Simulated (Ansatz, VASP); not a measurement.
## La2GeW2: VASP beside Ansatz

Contents of POSCAR:

```
La2GeW2
1.0
    3.8731602700      0.0000000000      0.0000000000
   -1.9365796400      3.3542558800      0.0000000000
    0.0000000000      0.0000000000      9.4570888300
Ge W La
1 2 2
Direct
    0.0000000000      0.0000000000      0.5000000000
    0.3333000000      0.6667000000      0.8444100000
    0.6667000000      0.3333000000      0.1555900000
    0.3333000000      0.6667000000      0.3453400000
    0.6667000000      0.3333000000      0.6546600000
```

INCAR.step1

```
ALGO = Normal ; EDIFF = 1E-4
ENCUT = 520 ; GGA = PE
ISMEAR = -1 ; LASPH = True
LCHARG = False ; LREAL = False
LWAVE = True ; NBANDS = 40
NELM = 100 ; PREC = Accurate
SIGMA = 0.011
```

Contents of INCAR.step2:

```
ALGO = Normal ; EDIFF = 1E-7
ENCUT = 520 ; ISIF = 2
ISMEAR = -1 ; ISTART = 1
LASPH = True ; LCHARG = False
LMIXTAU = True ; LREAL = False
LWAVE = False ; METAGGA = R2SCAN
NBANDS = 40 ; NELM = 100
PREC = Accurate ; SIGMA = 0.011
```

KPOINTS

```
k-points
0
Gamma
  5 5 2
```

Input for Ansatz:

```yaml
crystal:
  lattice:
    - [3.87316027, 0.0, 0.0]
    - [-1.93657964, 3.35425588, 0.0]
    - [0.0, 0.0, 9.45708883]
  atoms:
    - { symbol: Ge, position: [0.0, 0.0, 0.5] }
    - { symbol: W, position: [0.3333, 0.6667, 0.84441] }
    - { symbol: W, position: [0.6667, 0.3333, 0.15559] }
    - { symbol: La, position: [0.3333, 0.6667, 0.34534] }
    - { symbol: La, position: [0.6667, 0.3333, 0.65466] }
  symmetry: { tolerance: 0.0003 }
kpoints:
  mp_grid: { grid: [5, 5, 2], shift: [0, 0, 0] }
magnetization:
  spin_polarized: false
scf:
  occupations: { method: fermi_dirac, width: 0.011 }
hamiltonian:
  pseudopotentials: { kind: paw }
  xc: r2scan
basis:
  ecutwfc: 500
output:
  forces: true
  stress: true
  eigenvalues: true
```

Alike in both runs: task single point; functional r2SCAN; k mesh 5 × 5 × 2; occupations fermi-dirac, width 0.011 eV; no spin polarisation.

|  | VASP | Ansatz |
| --- | --- | --- |
| version | VASP 6.6.1 | Ansatz 0.2.0 |
| potentials or method | VASP PAW PBE potentials, release 64 (Ge_d, W_sv, La), cutoff 520 eV | PAW plane waves |
| valence electrons in the cell | 64 | 64 |

```csv
,VASP,Ansatz,Ansatz less VASP
gap on the k mesh at the Fermi level (eV),none,none,-
pressure (GPa),6.7,6.5,-0.16
"traceless stress, the component that is largest in VASP (GPa)",2.42,2.35,-0.070
rms of the force components (eV/Å),1.854,1.870,+0.0160
```

VASP's potentials were made for PBE, not for r2SCAN. Atom by atom the forces differ by 0.038 eV/Å (rms over components). A gap of «none» marks a metal or a gap that the smearing closes. Ansatz's warnings: structure snapped to symmetry.

The k mesh is coarse, so the values compare programs but aren't converged. Spin-orbit coupling is off throughout.
